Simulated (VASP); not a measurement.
Sn3S2:

```
CELL_PARAMETERS angstrom
4.42319 0.00000 0.00000
-2.21160 3.83060 0.00000
0.00000 0.00000 6.88177
ATOMIC_POSITIONS crystal
Sn 0.00000 0.00000 0.00000
Sn 0.33333 0.66667 0.64500
Sn 0.66667 0.33333 0.35500
S 0.33333 0.66667 0.24500
S 0.66667 0.33333 0.75500
```

```yaml
Program: VASP 6.6.1
Task: relaxation of cell and atoms
Functional: PBE
Potentials_or_basis: VASP PAW PBE potentials, release 64 (Sn_d, S)
Cutoff: 600 eV
k_mesh: 6 × 6 × 4
Occupations: gaussian, width 0.1 eV
Spin: no spin polarisation
```

At the start: pressure 12.5 GPa; volume 23.32 Å³/atom.

Q: How do energy, volume and symmetry change on relaxing?

A: Over 35 steps the energy falls by 474.7 meV/atom and the volume is 24.99 Å³/atom (+7.2 %); space group P-3m1 (No. 164, to 0.1 Å) before and after.

The path:
```
step  energy change (eV)  largest force (eV/Å)  pressure (GPa)  volume (Å³)
   1              0.0000                1.4139           12.51       116.60
   2             -0.8807                0.2669           -2.32       150.10
   3             -0.9352                0.4635           -0.27       142.14
   4             -0.9681                0.5090           -0.23       141.55
   5             -1.0874                0.6807           -0.09       139.73
   6             -1.3470                0.7101            0.56       135.91
   7             -1.4943                1.0854            4.38       127.58
   8             -1.5417                0.8121            2.39       130.93
   9             -1.5457                0.9036            2.85       129.98
  10             -1.5609                0.9041            2.79       130.23
  11             -1.5965                0.8797            2.57       130.94
  12             -1.6187                0.8091            2.29       132.31
  13             -1.6454                0.7530            1.75       133.45
  14             -1.6997                0.5915            0.31       136.90
  15             -1.7029                0.3031           -2.09       143.97
  16             -1.7180                0.4318           -1.05       140.61
  17             -1.7411                0.4390           -1.06       140.28
  18             -1.8067                0.4334           -1.01       139.28
  19             -1.9216                0.4458           -0.86       137.19
  20             -2.1543                0.3135           -1.02       132.70
  21             -1.7110                2.2207            0.80       122.63
  22             -2.2294                0.1673           -1.23       130.92
  23             -2.2416                0.3732           -1.10       128.94
  24             -2.2461                0.2009           -1.14       129.74
  25             -2.2587                0.1712            2.26       120.97
  26             -2.2755                0.1786            0.66       124.70
  27             -2.3174                0.2673            0.20       124.97
  28             -2.3454                0.3953           -0.59       125.10
  29             -2.3467                0.3568           -0.37       125.11
  30             -2.3669                0.1111            0.49       123.27
  31             -2.3669                0.1082            0.54       123.16
  32             -2.3728                0.0607           -0.24       125.54
  33             -2.3730                0.0669           -0.17       125.20
  34             -2.3734                0.0720            0.17       124.78
  35             -2.3737                0.0381            0.04       124.95
```

Final structure:
```xyz
5
Lattice="3.7453 0.0000 0.0000 -1.8726 3.2435 0.0000 0.0000 0.0000 10.2855" Properties=species:S:1:pos:R:3 pbc="T T T"
Sn    0.0000    0.0000    0.0000
Sn    0.0000    2.1623    6.5133
Sn    1.8726    1.0812    3.7722
S     0.0000    2.1623    1.9698
S     1.8726    1.0812    8.3157
```

Caveat: a cell axis changed by over 15 % at a fixed basis, so the end point is rough.
